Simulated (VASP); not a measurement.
# ScPt in VASP: further runs, part 2 of 2

VASP 6.6.1.

## (3) Electric field gradients, LDA (equal xy, yz and zx shear strains of +2 %)

File INCAR:

```
PREC = Accurate
ENCUT = 520
EDIFF = 1E-8
ISMEAR = -1
SIGMA = 0.05
LREAL = F
LASPH = T
NELM = 100
ALGO = Normal
ISIF = 2
LWAVE = F
LCHARG = F
LEFG = T
NBANDS = 18
```

File KPOINTS:

```
regular mesh
0
Gamma
  10 10 10
```

File POSCAR:

```
ScPt
1.0
    3.2700000000      0.0327000000      0.0327000000
    0.0327000000      3.2700000000      0.0327000000
    0.0327000000      0.0327000000      3.2700000000
Sc Pt
1 1
Direct
    0.5000000000      0.5000000000      0.5000000000
    0.0000000000      0.0000000000      0.0000000000
```

Potentials or basis: VASP PAW LDA potentials, release 64 (Sc_sv, Pt).

Launch:

```sh
> cat potpaw_LDA.64/Sc_sv/POTCAR potpaw_LDA.64/Pt/POTCAR > POTCAR
> mpirun -np 1 vasp_std > vasp.out
```

OUTCAR:

```text
PREC = Accurate
   ENCUT = 520
   EDIFF = 1E-8
   ISMEAR = -1
   LREAL = F
   LASPH = T
   NELM = 100
   ISIF = 2

 ion  position               nearest neighbor table
   1  0.500  0.500  0.500-   2 2.81   2 2.81   2 2.81   2 2.81   2 2.81   2 2.81   2 2.89   2 2.89

   2  0.000  0.000  0.000-   1 2.81   1 2.81   1 2.81   1 2.81   1 2.81   1 2.81   1 2.89   1 2.89

  LATTYP: Found a trigonal (rhomboedric) cell.
 ALAT       =     3.2703269837
 COS(alpha) =     0.0200959808

  Lattice vectors:

 A1 = (   3.2700000000,   0.0327000000,   0.0327000000)
 A2 = (   0.0327000000,   3.2700000000,   0.0327000000)
 A3 = (   0.0327000000,   0.0327000000,   3.2700000000)

Analysis of symmetry for initial positions (statically):
=====================================================================
 Subroutine PRICEL returns:
 Original cell was already a primitive cell.

 Routine SETGRP: Setting up the symmetry group for a
[... 692 lines left out ...]
  energy-cutoff  :      520.00
  volume of cell :       34.96
      direct lattice vectors                 reciprocal lattice vectors
     3.270000000  0.032700000  0.032700000     0.305870966 -0.003028425 -0.003028425
     0.032700000  3.270000000  0.032700000    -0.003028425  0.305870966 -0.003028425
     0.032700000  0.032700000  3.270000000    -0.003028425 -0.003028425  0.305870966

 POSITION                                       TOTAL-FORCE (eV/Angst)
 -----------------------------------------------------------------------------------
      1.66770      1.66770      1.66770         0.000000      0.000000      0.000000
      0.00000      0.00000      0.00000        -0.000000     -0.000000      0.000000
 -----------------------------------------------------------------------------------
    total drift:                                0.000000      0.000000     -0.000000

  FREE ENERGIE OF THE ION-ELECTRON SYSTEM (eV)
  ---------------------------------------------------
  free  energy   TOTEN  =       -16.6475364699 eV

  energy  without entropy=      -16.6330424268  energy(sigma->0) =      -16.64028945

 Electric field gradients (V/A^2)
---------------------------------------------------------------------
 ion       V_xx      V_yy      V_zz      V_xy      V_xz      V_yz
---------------------------------------------------------------------
   1       0.000     0.000     0.000     1.555     1.555     1.555
   2      -0.000     0.000     0.000    -9.868    -9.868    -9.868
---------------------------------------------------------------------

 Electric field gradients after diagonalization (V/A^2)
 (convention: |V_zz| > |V_xx| > |V_yy|)
----------------------------------------------------------------------
 ion       V_xx      V_yy      V_zz     asymmetry (V_yy - V_xx)/ V_zz
----------------------------------------------------------------------
   1      -1.555    -1.555     3.110       0.000
   2       9.868     9.868   -19.737       0.000
----------------------------------------------------------------------

           NMR quadrupolar parameters

 Cq : quadrupolar parameter    Cq=e*Q*V_zz/h
 eta: asymmetry parameters     (V_yy - V_xx)/ V_zz
 Q  : nuclear electric quadrupole moment in mb (millibarn)
----------------------------------------------------------------------
 ion       Cq(MHz)       eta       Q (mb)
----------------------------------------------------------------------
   1       0.008       0.000       1.000
   2      -0.048       0.000       1.000
----------------------------------------------------------------------
```

stdout:

```text
POSCAR found type information on POSCAR ScPt
 POSCAR found :  2 types and       2 ions
 scaLAPACK will be used
 LDA part: xc-table for (Slater(with rela. corr.)+CA(PZ))
 , standard interpolation
 POSCAR, INCAR and KPOINTS ok, starting setup
 FFT: planning ... GRIDC
 FFT: planning ... GRID_SOFT
 FFT: planning ... GRID
 WAVECAR not read
 entering main loop
ion   1

ion   2
```

Run time: 23 s. Hardware: 1 thread of AMD EPYC 9R45 (Zen 5), shared host; peak memory 0.16 GiB.

What came out:

- Free energy: -16.6475 eV
- Pressure: -4.7 GPa
- Band gap on the k mesh: zero (an odd number of electrons rules out a gap without spin polarisation)
- Largest electric field gradient by atom: Sc +3.1; Pt -19.7 V/Å²

Levels at points of the mesh, in eV from the Fermi level:
```csv
k point,band 7,band 8,band 9,band 10,band 11,band 12,band 13,band 14
"(0.00, 0.00, 0.00)",-5.25,-2.95,-2.95,-2.73,1.42,1.42,3.29,3.49
"(0.50, 0.00, 0.00)",-3.34,-3.26,-3.24,-2.46,-0.92,-0.17,1.11,1.17
"(0.50, 0.50, 0.00)",-3.95,-3.89,-1.62,-0.84,0.19,0.46,1.92,3.42
"(0.50, 0.50, 0.50)",-4.31,-1.57,-1.57,-1.53,-1.38,-1.38,3.04,3.62
```

Electric field gradients, principal values (V/Å²):
| atom | least | middle | greatest (by size) |
| --- | --- | --- | --- |
| 1 Sc | -1.555 | -1.555 | 3.110 |
| 2 Pt | 9.868 | 9.868 | -19.737 |

Caveat: the cell differs from its parent crystal (equal xy, yz and zx shear strains of +2 %); the cell stands under tension; without QUAD_EFG the Cq values of the log hold for a quadrupole moment of 1 mb, not for the nuclei; spin-orbit coupling is left out, which moves the levels of the heavy elements.

## (4) Electric field gradients, LDA (equal xx and yy strain of -1 %)

File INCAR:

```
SYSTEM = ScPt
PREC = Accurate
ENCUT = 520
EDIFF = 1E-8
ISMEAR = -1
SIGMA = 0.05
LREAL = .False.
LASPH = .True.
NELM = 80
ALGO = Normal
ISIF = 2
LWAVE = .False.
LCHARG = .False.
LEFG = .True.
NBANDS = 18
```

File KPOINTS:

```
regular mesh
0
Gamma
  10 10 10
  0 0 0
```

File POSCAR:

```
ScPt
1.0
    3.2373000000      0.0000000000      0.0000000000
    0.0000000000      3.2373000000      0.0000000000
    0.0000000000      0.0000000000      3.2700000000
Sc Pt
1 1
Direct
    0.5000000000      0.5000000000      0.5000000000
    0.0000000000      0.0000000000      0.0000000000
```

Potentials or basis: VASP PAW LDA potentials, release 64 (Sc_sv, Pt).

Launch:

```sh
> cat potpaw_LDA.64/Sc_sv/POTCAR potpaw_LDA.64/Pt/POTCAR > POTCAR
> mpirun -np 1 vasp_std > vasp.out
```

OUTCAR:

```text
SYSTEM = ScPt
   PREC = Accurate
   ENCUT = 520
   EDIFF = 1E-8
   ISMEAR = -1
   LREAL = .False.
   LASPH = .True.
   NELM = 80
   ISIF = 2

 ion  position               nearest neighbor table
   1  0.500  0.500  0.500-   2 2.81   2 2.81   2 2.81   2 2.81   2 2.81   2 2.81   2 2.81   2 2.81

   2  0.000  0.000  0.000-   1 2.81   1 2.81   1 2.81   1 2.81   1 2.81   1 2.81   1 2.81   1 2.81

  LATTYP: Found a simple tetragonal cell.
 ALAT       =     3.2373000000
 C/A-ratio  =     1.0101010101

  Lattice vectors:

 A1 = (   3.2373000000,   0.0000000000,   0.0000000000)
 A2 = (   0.0000000000,   3.2373000000,   0.0000000000)
 A3 = (   0.0000000000,   0.0000000000,   3.2700000000)

Analysis of symmetry for initial positions (statically):
=====================================================================
 Subroutine PRICEL returns:
 Original cell was already a primitive cell.

 Routine SETGRP: Setting up the symmetry group for a
 simple tetragonal supercell.

 Subroutine GETGRP returns: Found 16 space group operations
 (whereof 16 operations were pure point group operations)
 out of a pool of 16 trial point group operations.

The static configuration has the point symmetry D_4h.

Analysis of symmetry for dynamics (positions and initial velocities):
=====================================================================
 Subroutine PRICEL returns:
 Original cell was already a primitive cell.

 Routine SETGRP: Setting up the symmetry group for a
 simple tetragonal supercell.

 Subroutine GETGRP returns: Found 16 space group operations
 (whereof 16 operations were pure point group operations)
 out of a pool of 16 trial point group operations.

The dynamic configuration has the point symmetry D_4h.

 Subroutine INISYM returns: Found 16 space group operations
 (whereof 16 operations are pure point group operations),
 and found     1 'primitive' translations

----------------------------------------------------------------------------------------

                                     Primitive cell

  volume of cell :      34.2700

  direct lattice vectors                    reciprocal lattice vectors
     3.237300000  0.000000000  0.000000000     0.308899391  0.000000000  0.000000000
     0.000000000  3.237300000  0.000000000     0.000000000  0.308899391  0.000000000
     0.000000000  0.000000000  3.270000000     0.000000000  0.000000000  0.305810398

  length of vectors
     3.237300000  3.237300000  3.270000000     0.308899391  0.308899391  0.305810398

  position of ions in fractional coordinates (direct lattice)
     0.500000000  0.500000000  0.500000000
     0.000000000  0.000000000  0.000000000

  ion indices of the primitive-cell ions
   primitive index   ion index
                 1           1
                 2           2

----------------------------------------------------------------------------------------

 KPOINTS: regular mesh

Automatic generation of k-mesh.
 Grid dimensions read from file:
 generate k-points for:   10   10   10

[... 69 lines left out ...]
   ISIF   =      2    stress and relaxation
   ISYM   =      2    0-nonsym 1-usesym 2-fastsym
   POTIM  = 0.5000    time-step for ionic-motion
   TEBEG  =    0.0;   TEEND  =   0.0 temperature during run
   PSTRESS=    0.0 pullay stress
   NELECT =      21.0000    total number of electrons
   NUPDOWN=      -1.0000    fix difference up-down
   EMIN   =  10.00;   EMAX   =-10.00  energy-range for DOS
   EFERMI =   0.00;   METHOD = LEGACY
   ISMEAR =    -1;   SIGMA  =   0.05  broadening in eV -4-tet -1-fermi 0-gaus
   EFERMI_NEDOS =   21; number of points for ismear=-14 and -15
   IALGO  =     38    algorithm
   IMIX   =      4    mixing-type and parameters
     AMIX     =   0.40;   BMIX     =  1.00
     AMIX_MAG =   1.60;   BMIX_MAG =  1.00
  volume/ion in A,a.u.               =      17.13       115.63
  Fermi-wavevector in a.u.,A,eV,Ry     =   1.390518  2.627699 26.307425  1.933541
  Thomas-Fermi vector in A             =   2.514446
   LORBIT       =      0    0 simple, 1 ext, 2 COOP (PROOUT), +10 PAW based schemes
   GGA     = CA    functional components
   LHFCALC =     F    Hartree Fock is set to
   AEXX    =    0.0000 exact exchange contribution
   IVDW    =     0    specifies the selected vdW correction
   LEPSILON=     F    determine dielectric tensor
   LRPA    =     F    only Hartree local field effects (RPA)
 non-spin polarized calculation
  energy-cutoff  :      520.00
  volume of cell :       34.27
 maximum number of plane-waves:       940
   NGX = 13   NGY = 13   NGZ = 13

 number of electron      20.9999997 magnetization

 Free energy of the ion-electron system (eV)
  ---------------------------------------------------
  ext. energy  EPLUGINS =         0.00000000
  ---------------------------------------------------
  free energy    TOTEN  =       -16.66770137 eV

  energy without entropy =      -16.65265934  energy(sigma->0) =      -16.66018036

 E-fermi :   8.1166     XC(G=0): -12.3443

 val. band max:        8.1155262707   @ k =   0.4000   0.3000   0.5000
 cond. band min:       8.1208089506   @ k =   0.2000   0.2000   0.4000
 fundamental gap:      0.0052826799
 Fermi energy:         8.1166430220

 k-point     1 :       0.0000    0.0000    0.0000
  band No.  band energies     occupation
      1     -41.0700      2.00000
      2     -19.9472      2.00000
      3     -19.9376      2.00000
      4     -19.9376      2.00000
      5      -0.1074      2.00000
      6       2.7138      2.00000
[... 481 lines left out ...]
      5       0.7801      2.00000
      6       3.0564      2.00000
[... 10 lines left out ...]
     17      16.5259      0.00000
     18      17.8675      0.00000

 [... further k-points ...]

------------------------ aborting loop because EDIFF is reached ----------------------------------------

  FORCE on cell =-STRESS in cart. coord.  units (eV):
  Direction    XX          YY          ZZ          XY          YZ          ZX
  --------------------------------------------------------------------------------------
  -------------------------------------------------------------------------------------
  Total       -0.4126797     -0.4126797     -0.3984363      0.0000000      0.0000000     -0.0000000
  in kB      -19.2934572    -19.2934572    -18.6275549      0.0000000      0.0000000     -0.0000000
  external PRESSURE =     -19.0714898 kB  Pullay stress =       0.0000000 kB

 VOLUME and BASIS-vectors are now :
 -----------------------------------------------------------------------------
  energy-cutoff  :      520.00
  volume of cell :       34.27
      direct lattice vectors                 reciprocal lattice vectors
     3.237300000  0.000000000  0.000000000     0.308899391  0.000000000  0.000000000
     0.000000000  3.237300000  0.000000000     0.000000000  0.308899391  0.000000000
     0.000000000  0.000000000  3.270000000     0.000000000  0.000000000  0.305810398

 POSITION                                       TOTAL-FORCE (eV/Angst)
 -----------------------------------------------------------------------------------
      1.61865      1.61865      1.63500         0.000000      0.000000      0.000000
      0.00000      0.00000      0.00000         0.000000      0.000000      0.000000
 -----------------------------------------------------------------------------------
    total drift:                                0.000000      0.000000     -0.000000

  FREE ENERGIE OF THE ION-ELECTRON SYSTEM (eV)
  ---------------------------------------------------
  free  energy   TOTEN  =       -16.6677013687 eV

  energy  without entropy=      -16.6526593436  energy(sigma->0) =      -16.66018036

 Electric field gradients (V/A^2)
---------------------------------------------------------------------
 ion       V_xx      V_yy      V_zz      V_xy      V_xz      V_yz
---------------------------------------------------------------------
   1       0.457     0.457    -0.914    -0.000     0.000    -0.000
   2       1.221     1.221    -2.442    -0.000     0.000    -0.000
---------------------------------------------------------------------

 Electric field gradients after diagonalization (V/A^2)
 (convention: |V_zz| > |V_xx| > |V_yy|)
----------------------------------------------------------------------
 ion       V_xx      V_yy      V_zz     asymmetry (V_yy - V_xx)/ V_zz
----------------------------------------------------------------------
   1       0.457     0.457    -0.914       0.000
   2       1.221     1.221    -2.442       0.000
----------------------------------------------------------------------

           NMR quadrupolar parameters

 Cq : quadrupolar parameter    Cq=e*Q*V_zz/h
 eta: asymmetry parameters     (V_yy - V_xx)/ V_zz
 Q  : nuclear electric quadrupole moment in mb (millibarn)
----------------------------------------------------------------------
 ion       Cq(MHz)       eta       Q (mb)
----------------------------------------------------------------------
   1      -0.002       0.000       1.000
   2      -0.006       0.000       1.000
----------------------------------------------------------------------
```

Wall time 24 s (1 thread of AMD EPYC 9R45 (Zen 5), shared host); peak memory 0.16 GiB.

Results:

- Free energy: -16.6677 eV
- Pressure: -1.9 GPa
- Band gap on the k mesh: zero (an odd number of electrons rules out a gap without spin polarisation)
- Largest electric field gradient by atom: Sc -0.9; Pt -2.4 V/Å²

Electric field gradients, principal values (V/Å²):
```tsv
atom	least	middle	greatest (by size)
1 Sc	0.457	0.457	-0.914
2 Pt	1.221	1.221	-2.442
```

Caveat: the cell differs from its parent crystal (equal xx and yy strain of -1 %); without QUAD_EFG the Cq values of the log hold for a quadrupole moment of 1 mb, not for the nuclei; spin-orbit coupling is left out, which moves the levels of the heavy elements.
